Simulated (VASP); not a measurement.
A run of VASP 6.6.1:

The input POSCAR:

```
GeCN2
1.0
    1.7571721281      1.0145038012      4.8214809130
   -1.7571721281      1.0145038012      4.8214809130
    0.0000000000     -2.0290076023      4.8214809130
Ge N C
1 2 1
Direct
    0.0000000000      0.0000000000      0.0000000000
    0.5839044000      0.5839044000      0.5839044000
    0.4160956000      0.4160956000      0.4160956000
    0.5000000000      0.5000000000      0.5000000000
```

The input INCAR.step1:

```
SYSTEM = GeCN2
ALGO = Normal ; EDIFF = 1E-4
ENCUT = 520 ; GGA = PE
ISMEAR = -1 ; LASPH = .TRUE.
LCHARG = .FALSE. ; LREAL = .FALSE.
LWAVE = .TRUE. ; NBANDS = 22
NELM = 60 ; PREC = Accurate
SIGMA = 0.05
```

The input INCAR.step2:

```
SYSTEM = GeCN2
ALGO = Normal ; EDIFF = 1E-6
ENCUT = 520 ; ISIF = 2
ISMEAR = -1 ; ISTART = 1
LASPH = .TRUE. ; LCHARG = .TRUE.
LELF = .TRUE. ; LMIXTAU = .TRUE.
LREAL = .FALSE. ; LVHAR = .TRUE.
LWAVE = .FALSE. ; METAGGA = R2SCAN
NBANDS = 22 ; NELM = 60
PREC = Accurate ; SIGMA = 0.05
```

The input KPOINTS:

```
k-points
0
G
  9 9 9
  0 0 0
```

Potentials or basis: VASP PAW PBE potentials, release 64 (Ge_d, N, C).

Run with:

```bash
$ cat potpaw_PBE.64/Ge_d/POTCAR potpaw_PBE.64/N/POTCAR potpaw_PBE.64/C/POTCAR > POTCAR
$ cp INCAR.step1 INCAR
$ mpirun -np 1 vasp_std > vasp.out
$ cp INCAR.step2 INCAR
$ mpirun -np 1 vasp_std > vasp.out
```

Hardware: 1 thread of Intel(R) Xeon(R) 6975P-C (Granite Rapids), with other jobs on the host.

Estimate the wall time of this run.

Wall time 4.5 min on 1 thread of Intel(R) Xeon(R) 6975P-C (Granite Rapids), on a shared host, peak memory 0.32 GiB. Counts: k points 85.
